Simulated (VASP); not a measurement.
Crystal: Pt.

```
Pt
1.0
     0.00000    1.95904    1.95904
     1.95904    0.00000    1.95904
     1.95904    1.95904    0.00000
Pt
1
Cartesian
  0.0000 0.0000 0.0000
```

Base run:

- Program: VASP 6.6.1
- Functional: PBEsol
- Potentials or basis: VASP PAW PBE potentials, release 64 (Pt)
- Cutoff: 500 eV
- k mesh: 18 × 18 × 18
- Occupations: gaussian, width 0.1 eV
- Spin: no spin polarisation

Its results: pressure -0.4 GPa.

Task: The run is repeated on the same cell with these changes: spin from no spin polarisation to non-collinear spin, zero start, spin-orbit coupling; further incar settings from ALGO = Normal; EDIFF = 1e-06; NBANDS = 11 to ALGO = Normal; EDIFF = 1e-06; NBANDS = 21. What comes out?

Result: Pressure 0.4 GPa; net moment 0.00 μB per cell.

Caveats: the PAW data sets were made with another functional, which shifts forces and pressure a little.
